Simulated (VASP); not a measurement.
Set up this calculation in VASP 6.6.1, as the native input.

```
Task                   : single point
Functional             : PBE
Potentials or basis    : VASP PAW PBE potentials, release 64 (Zn, S)
Cutoff                 : 520 eV
k mesh                 : 8 × 8 × 2
Occupations            : gaussian, width 0.05 eV
Spin                   : no spin polarisation
Dipole correction      : no
Further INCAR settings : ALGO = Normal; EDIFF = 1e-06; NBANDS = 66
```

The structure of ZnS lies in POSCAR:

```
ZnS
1.0
   -3.8462043731      0.0000000000      0.0000000000
   -1.9231021865     -3.3309106952      0.0000000000
   -5.7694988698     -3.3310217256     18.8985751533
Zn S
6 6
Direct
   -0.5137745479     -0.5137745479      0.7706488596
    0.3195754521      0.3195754521      0.2706488596
   -0.0138675703     -0.0138675703      0.6040807676
    0.8194824297      0.8194824297      0.1040807676
   -0.3472960462     -0.3472960462      0.9374981296
    0.4860539538      0.4860539538      0.4374981296
    0.1945774836      0.1945774836      0.3956426616
    0.3612274836      0.3612274836      0.8956426616
    0.1944182697      0.1944182697      0.0624796476
    0.3610682697      0.3610682697      0.5624796476
   -0.1386298954     -0.1386298954      0.7288389341
    0.6947201046      0.6947201046      0.2288389341
```

One way to write it, as run:

INCAR

```
  ALGO = Normal
  EDIFF = 1E-6
  ENCUT = 520
  GGA = PE
  ISIF = 2
  ISMEAR = 0
  LASPH = True
  LCHARG = True
  LELF = True
  LREAL = False
  LVHAR = True
  LWAVE = False
  NBANDS = 66
  NELM = 60
  PREC = Accurate
  SIGMA = 0.05
```

KPOINTS

```
k-points
0
Gamma
  8 8 2
```

Potentials or basis: VASP PAW PBE potentials, release 64 (Zn, S).

Command:

```sh
$ cat potpaw_PBE.64/Zn/POTCAR potpaw_PBE.64/S/POTCAR > POTCAR
$ mpirun -np 1 vasp_std > vasp.out
```

Results of the run:

```json
{
  "Pressure": "0.0 GPa",
  "Largest force": "0.244 eV/Å",
  "Band gap on the k mesh": "1.19 eV"
}
```

Run time: 21 min on 1 thread of Oxide Virtual Turin-like Processor (shared host), peak memory 0.81 GiB.
